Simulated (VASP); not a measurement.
# ScAl3 (P4/mmm) in VASP: further runs

Runs on ScAl3. Level: PBEsol. Tasks: single point.

Everything below comes from runs of VASP 6.6.1. Logs are shortened: lines on timing, memory, paths and dates and some standing lists are left out, and cuts for length are marked.

### 1 The cell of the first run

The structure is tetragonal, space group P4/mmm (No. 123). The conventional cell has a = 4.130 Å, b = 4.130 Å, c = 3.827 Å, α = 90.00°, β = 90.00°, γ = 90.00°. Sc (site symmetry 4/mmm) has 12 Al at 2.82 to 2.92 Å within 3.7 Å. Within 3.7 Å of Al (site symmetry mmm) lie 4 Sc at 2.82 Å and 8 Al at 2.82 to 2.92 Å. Within 3.7 Å of Al (site symmetry 4/mmm) lie 8 Al at 2.82 Å and 4 Sc at 2.92 Å.

### 2 Single point, PBEsol (uniaxial strain along a: -6.0 %, then relaxed in part)

Contents of INCAR:

```
SYSTEM = ScAl3
ALGO = Fast
EDIFF = 1E-6
ENCUT = 520
GGA = PS
ISIF = 2
ISMEAR = 0
LASPH = .True.
LCHARG = .False.
LREAL = .False.
LWAVE = .False.
NBANDS = 18
NELM = 60
PREC = Accurate
SIGMA = 0.1
```

Contents of KPOINTS:

```
k-points
0
Gamma
  14 14 14
  0 0 0
```

Contents of POSCAR:

```
ScAl3
1.0
    3.8270206992      0.0000000000      0.0000000000
    0.0000000000      4.1302816485      0.0000000000
    0.0000000000      0.0000000000      4.1302816485
Sc Al
1 3
Direct
    0.0000000000      0.0000000000      0.0000000000
    0.5000000000      0.0000000000      0.5000000000
    0.0000000000      0.5000000000      0.5000000000
    0.5000000000      0.5000000000      0.0000000000
```

Potentials or basis: VASP PAW PBE potentials, release 64 (Sc_sv, Al).

The run is started by

```console
> cat potpaw_PBE.64/Sc_sv/POTCAR potpaw_PBE.64/Al/POTCAR > POTCAR
> mpirun -np 1 vasp_std > vasp.out
```

OUTCAR:

```text
SYSTEM = ScAl3
   EDIFF = 1E-6
   ENCUT = 520
   GGA = PS
   ISIF = 2
   ISMEAR = 0
   LASPH = .True.
   LREAL = .False.
   NELM = 60
   PREC = Accurate

 ion  position               nearest neighbor table
   1  0.000  0.000  0.000-   2 2.82   4 2.82   2 2.82   4 2.82   2 2.82   4 2.82   2 2.82   4 2.82
                             3 2.92   3 2.92   3 2.92   3 2.92
   2  0.500  0.000  0.500-   1 2.82   3 2.82   1 2.82   3 2.82   1 2.82   3 2.82   1 2.82   3 2.82
                             4 2.92   4 2.92   4 2.92   4 2.92
   3  0.000  0.500  0.500-   2 2.82   4 2.82   4 2.82   2 2.82   2 2.82   4 2.82   4 2.82   2 2.82
                             1 2.92   1 2.92   1 2.92   1 2.92
   4  0.500  0.500  0.000-   1 2.82   3 2.82   3 2.82   1 2.82   1 2.82   3 2.82   3 2.82   1 2.82
                             2 2.92   2 2.92   2 2.92   2 2.92

  LATTYP: Found a simple tetragonal cell.
 ALAT       =     4.1302816485
 C/A-ratio  =     0.9265762059

  Lattice vectors:

 A1 = (   0.0000000000,   4.1302816485,   0.0000000000)
 A2 = (   0.0000000000,   0.0000000000,   4.1302816485)
 A3 = (   3.8270206992,   0.0000000000,   0.0000000000)

Analysis of symmetry for initial positions (statically):
=====================================================================
 Subroutine PRICEL returns:
 Original cell was already a primitive cell.

 Routine SETGRP: Setting up the symmetry group for a
 simple tetragonal supercell.

 Subroutine GETGRP returns: Found 16 space group operations
 (whereof 16 operations were pure point group operations)
 out of a pool of 16 trial point group operations.

The static configuration has the point symmetry D_4h.

Analysis of symmetry for dynamics (positions and initial velocities):
=====================================================================
 Subroutine PRICEL returns:
 Original cell was already a primitive cell.

 Routine SETGRP: Setting up the symmetry group for a
 simple tetragonal supercell.

 Subroutine GETGRP returns: Found 16 space group operations
 (whereof 16 operations were pure point group operations)
 out of a pool of 16 trial point group operations.

The dynamic configuration has the point symmetry D_4h.

 Subroutine INISYM returns: Found 16 space group operations
 (whereof 16 operations are pure point group operations),
 and found     1 'primitive' translations

----------------------------------------------------------------------------------------

                                     Primitive cell

  volume of cell :      65.2860

  direct lattice vectors                    reciprocal lattice vectors
     3.827020699  0.000000000  0.000000000     0.261299867  0.000000000  0.000000000
     0.000000000  4.130281648  0.000000000     0.000000000  0.242114239  0.000000000
     0.000000000  0.000000000  4.130281648     0.000000000  0.000000000  0.242114239

  length of vectors
     3.827020699  4.130281648  4.130281648     0.261299867  0.242114239  0.242114239

  position of ions in fractional coordinates (direct lattice)
     0.000000000  0.000000000  0.000000000
     0.500000000  0.000000000  0.500000000
     0.000000000  0.500000000  0.500000000
     0.500000000  0.500000000  0.000000000

  ion indices of the primitive-cell ions
   primitive index   ion index
                 1           1
                 2           2
                 3           3
                 4           4

----------------------------------------------------------------------------------------

 KPOINTS: k-points

Automatic generation of k-mesh.
 Grid dimensions read from file:
 generate k-points for:   14   14   14

 Generating k-lattice:

  Cartesian coordinates                     Fractional coordinates (reciprocal lattice)
     0.018664276  0.000000000  0.000000000     0.071428571  0.000000000  0.000000000
     0.000000000  0.017293874  0.000000000     0.000000000  0.071428571  0.000000000
     0.000000000  0.000000000  0.017293874     0.000000000  0.000000000  0.071428571

  Length of vectors
     0.018664276  0.017293874  0.017293874

  Shift w.r.t. Gamma in fractional coordinates (k-lattice)
     0.000000000  0.000000000  0.000000000

 Subroutine IBZKPT returns following result:
 ===========================================

 Found    288 irreducible k-points:

 Following reciprocal coordinates:
            Coordinates               Weight
  0.000000  0.000000  0.000000      1.000000
  0.071429  0.000000  0.000000      2.000000
  0.142857  0.000000  0.000000      2.000000
  0.214286  0.000000  0.000000      2.000000
  0.285714  0.000000  0.000000      2.000000
  0.357143  0.000000  0.000000      2.000000
[... 16 lines left out ...]
  0.428571  0.142857  0.000000      8.000000
  0.500000  0.142857  0.000000      4.000000
 [... further k-points ...]
   k-points           NKPTS =    288   k-points in BZ     NKDIM =    288   number of bands    NBANDS=     18
   number of dos      NEDOS =    301   number of ions     NIONS =      4
   total plane-waves  NPLWV =  28672
   dimension x,y,z NGX =    28 NGY =   32 NGZ =   32
   dimension x,y,z NGXF=    56 NGYF=   64 NGZF=   64
   ions per type =               1   3
   NGX,Y,Z   is equivalent  to a cutoff of  12.16, 12.88, 12.88 a.u.
   NGXF,Y,Z  is equivalent  to a cutoff of  24.33, 25.76, 25.76 a.u.
 SYSTEM =  ScAl3
   PREC   = accura    normal or accurate (medium, high low for compatibility)
   ISTART =      0    job   : 0-new  1-cont  2-samecut
   ICHARG =      2    charge: 1-file 2-atom 10-const
   ISPIN  =      1    spin polarized calculation?
   LNONCOLLINEAR =      F non collinear calculations
   LSORBIT =      F    spin-orbit coupling
   LASPH  =      T    aspherical Exc in radial PAW
   ENCUT  =  520.0 eV  38.22 Ry    6.18 a.u.   7.12  7.68  7.68*2*pi/ulx,y,z
   NELM   =     60;   NELMIN=  2; NELMDL= -5     # of ELM steps
   EDIFF  = 0.1E-05   stopping-criterion for ELM
   LREAL  =      F    real-space projection
   EDIFFG = 0.1E-04   stopping-criterion for IOM
   NSW    =      0    number of steps for IOM
   IBRION =     -1    ionic relax: 0-MD 1-quasi-New 2-CG
   NFREE  =      0    steps in history (QN), initial steepest desc. (CG)
   ISIF   =      2    stress and relaxation
   ISYM   =      2    0-nonsym 1-usesym 2-fastsym
   POTIM  = 0.5000    time-step for ionic-motion
   TEBEG  =    0.0;   TEEND  =   0.0 temperature during run
   PSTRESS=    0.0 pullay stress
   NELECT =      20.0000    total number of electrons
   NUPDOWN=      -1.0000    fix difference up-down
   EMIN   =  10.00;   EMAX   =-10.00  energy-range for DOS
   EFERMI =   0.00;   METHOD = LEGACY
   ISMEAR =     0;   SIGMA  =   0.10  broadening in eV -4-tet -1-fermi 0-gaus
   EFERMI_NEDOS =   21; number of points for ismear=-14 and -15
   IALGO  =     68    algorithm
   IMIX   =      4    mixing-type and parameters
     AMIX     =   0.40;   BMIX     =  1.00
     AMIX_MAG =   1.60;   BMIX_MAG =  1.00
  volume/ion in A,a.u.               =      16.32       110.14
  Fermi-wavevector in a.u.,A,eV,Ry     =   1.103599  2.085500 16.570965  1.217932
  Thomas-Fermi vector in A             =   2.240060
   LORBIT       =      0    0 simple, 1 ext, 2 COOP (PROOUT), +10 PAW based schemes
   GGA     = PS    functional components
   LHFCALC =     F    Hartree Fock is set to
   AEXX    =    0.0000 exact exchange contribution
   IVDW    =     0    specifies the selected vdW correction
   LEPSILON=     F    determine dielectric tensor
   LRPA    =     F    only Hartree local field effects (RPA)
 non-spin polarized calculation
 RMM-DIIS sequential band-by-band and
 Gauss-broadening in eV      SIGMA  =   0.10
  energy-cutoff  :      520.00
  volume of cell :       65.29
 maximum number of plane-waves:      1788
   NGX = 15   NGY = 15   NGZ = 15

 number of electron      19.9999995 magnetization

 Free energy of the ion-electron system (eV)
  ---------------------------------------------------
  ext. energy  EPLUGINS =         0.00000000
  ---------------------------------------------------
  free energy    TOTEN  =       -20.62508295 eV

  energy without entropy =      -20.61862182  energy(sigma->0) =      -20.62185239

 E-fermi :   7.6169     XC(G=0): -10.6775

 val. band max:        7.6123861669   @ k =   0.2857   0.2143   0.0000
 cond. band min:       7.6313768649   @ k =   0.1429   0.5000   0.4286
 fundamental gap:      0.0189906981
 Fermi energy:         7.6168701644

 k-point     1 :       0.0000    0.0000    0.0000
  band No.  band energies     occupation
      1     -40.9801      2.00000
      2     -19.8150      2.00000
      3     -19.8150      2.00000
      4     -19.7580      2.00000
      5      -2.6468      2.00000
      6       4.5329      2.00000
[... 10 lines left out ...]
     17      12.9276      0.00000
     18      13.3591      0.00000

 k-point     2 :       0.0714    0.0000    0.0000
  band No.  band energies     occupation
      1     -40.9799      2.00000
      2     -19.8146      2.00000
      3     -19.8146      2.00000
      4     -19.7612      2.00000
      5      -2.5924      2.00000
      6       4.5759      2.00000
[... 10 lines left out ...]
     17      13.0469      0.00000
     18      13.0537      0.00000

 k-point     3 :       0.1429    0.0000    0.0000
  band No.  band energies     occupation
      1     -40.9795      2.00000
      2     -19.8139      2.00000
      3     -19.8139      2.00000
      4     -19.7704      2.00000
      5      -2.4302      2.00000
      6       4.2006      2.00000
[... 10 lines left out ...]
     17      13.3195      0.00000
     18      14.2109      0.00000

 k-point     4 :       0.2143    0.0000    0.0000
  band No.  band energies     occupation
      1     -40.9788      2.00000
      2     -19.8127      2.00000
      3     -19.8127      2.00000
      4     -19.7835      2.00000
      5      -2.1627      2.00000
      6       3.3076      2.00000
[... 10 lines left out ...]
     17      13.2845      0.00000
     18      14.2519      0.00000

 k-point     5 :       0.2857    0.0000    0.0000
  band No.  band energies     occupation
      1     -40.9781      2.00000
      2     -19.8114      2.00000
      3     -19.8114      2.00000
      4     -19.7980      2.00000
      5      -1.7944      2.00000
      6       2.4021      2.00000
[... 10 lines left out ...]
     17      12.6161      0.00000
     18      13.9245      0.00000

 k-point     6 :       0.3571    0.0000    0.0000
  band No.  band energies     occupation
      1     -40.9774      2.00000
      2     -19.8110      2.00000
      3     -19.8102      2.00000
      4     -19.8102      2.00000
      5      -1.3333      2.00000
      6       1.5397      2.00000
[... 10 lines left out ...]
     17      12.1029      0.00000
     18      13.2103      0.00000

 k-point     7 :       0.4286    0.0000    0.0000
  band No.  band energies     occupation
      1     -40.9769      2.00000
      2     -19.8200      2.00000
      3     -19.8094      2.00000
      4     -19.8094      2.00000
      5      -0.8024      2.00000
      6       0.7628      2.00000
[... 10 lines left out ...]
     17      11.7648      0.00000
     18      12.8145      0.00000

 k-point     8 :       0.5000    0.0000    0.0000
  band No.  band energies     occupation
      1     -40.9767      2.00000
      2     -19.8232      2.00000
      3     -19.8091      2.00000
      4     -19.8091      2.00000
      5      -0.4098      2.00000
      6       0.2874      2.00000
[... 10 lines left out ...]
     17      11.6464      0.00000
     18      12.7059      0.00000
[... 229 lines left out ...]
     17      13.2032      0.00000
     18      13.6345      0.00000

 k-point    20 :       0.2143    0.1429    0.0000
  band No.  band energies     occupation
      1     -40.9786      2.00000
      2     -19.8186      2.00000
      3     -19.8122      2.00000
      4     -19.7829      2.00000
      5      -1.9840      2.00000
      6       3.4239      2.00000
[... 10 lines left out ...]
     17      12.7974      0.00000
     18      13.2444      0.00000

 k-point    21 :       0.2857    0.1429    0.0000
  band No.  band energies     occupation
      1     -40.9778      2.00000
      2     -19.8172      2.00000
      3     -19.8109      2.00000
      4     -19.7972      2.00000
      5      -1.6206      2.00000
      6       2.5474      2.00000
[... 10 lines left out ...]
     17      12.2418      0.00000
     18      13.5173      0.00000

 k-point    22 :       0.3571    0.1429    0.0000
  band No.  band energies     occupation
      1     -40.9772      2.00000
      2     -19.8159      2.00000
      3     -19.8101      2.00000
      4     -19.8097      2.00000
      5      -1.1663      2.00000
      6       1.6946      2.00000
[... 10 lines left out ...]
     17      12.1522      0.00000
     18      13.4687      0.00000

 k-point    23 :       0.4286    0.1429    0.0000
  band No.  band energies     occupation
      1     -40.9767      2.00000
      2     -19.8191      2.00000
      3     -19.8150      2.00000
      4     -19.8089      2.00000
      5      -0.6463      2.00000
      6       0.9297      2.00000
[... 10 lines left out ...]
     17      12.0491      0.00000
     18      13.2967      0.00000

 k-point    24 :       0.5000    0.1429    0.0000
  band No.  band energies     occupation
      1     -40.9765      2.00000
      2     -19.8223      2.00000
      3     -19.8147      2.00000
      4     -19.8086      2.00000
      5      -0.2723      2.00000
      6       0.4733      2.00000
[... 10 lines left out ...]
     17      11.9609      0.00000
     18      13.2406      0.00000

 [... further k-points ...]

------------------------ aborting loop because EDIFF is reached ----------------------------------------

  FORCE on cell =-STRESS in cart. coord.  units (eV):
  Direction    XX          YY          ZZ          XY          YZ          ZX
  --------------------------------------------------------------------------------------
  -------------------------------------------------------------------------------------
  Total        4.4831858      0.0592804      0.0592804      0.0000000      0.0000000     -0.0000000
  in kB      110.0214008      1.4547952      1.4547952      0.0000000      0.0000000     -0.0000000
  external PRESSURE =      37.6436637 kB  Pullay stress =       0.0000000 kB

 VOLUME and BASIS-vectors are now :
 -----------------------------------------------------------------------------
  energy-cutoff  :      520.00
  volume of cell :       65.29
      direct lattice vectors                 reciprocal lattice vectors
     3.827020699  0.000000000  0.000000000     0.261299867  0.000000000  0.000000000
     0.000000000  4.130281648  0.000000000     0.000000000  0.242114239  0.000000000
     0.000000000  0.000000000  4.130281648     0.000000000  0.000000000  0.242114239

 POSITION                                       TOTAL-FORCE (eV/Angst)
 -----------------------------------------------------------------------------------
      0.00000      0.00000      0.00000         0.000000      0.000000      0.000000
      1.91351      0.00000      2.06514         0.000000      0.000000      0.000000
      0.00000      2.06514      2.06514         0.000000      0.000000      0.000000
      1.91351      2.06514      0.00000         0.000000      0.000000      0.000000
 -----------------------------------------------------------------------------------
    total drift:                               -0.000000     -0.000000     -0.000000

  FREE ENERGIE OF THE ION-ELECTRON SYSTEM (eV)
  ---------------------------------------------------
  free  energy   TOTEN  =       -20.6250829515 eV

  energy  without entropy=      -20.6186218191  energy(sigma->0) =      -20.62185239
```

Run time: 4.6 min. Hardware: 1 thread of Intel Xeon Platinum 8124M at 3.00GHz (Skylake/Cascade Lake), shared host; peak memory 0.42 GiB.

Results:

| Item | Value |
| --- | --- |
| Free energy | -20.6251 eV |
| Pressure | 3.8 GPa |
| Band gap on the k mesh | zero (band 10 reaches 8.46 eV, above the bottom of band 11 at 4.74 eV) |

Stress tensor (GPa, compression positive):
```
11.00  0.00  0.00
 0.00  0.15  0.00
 0.00  0.00  0.15
```

Caveat: the cell differs from its parent crystal (uniaxial strain along a: -6.0 %, then relaxed in part); the PAW data sets were made with another functional, which shifts forces and pressure a little.

[end of part 1 of 2]
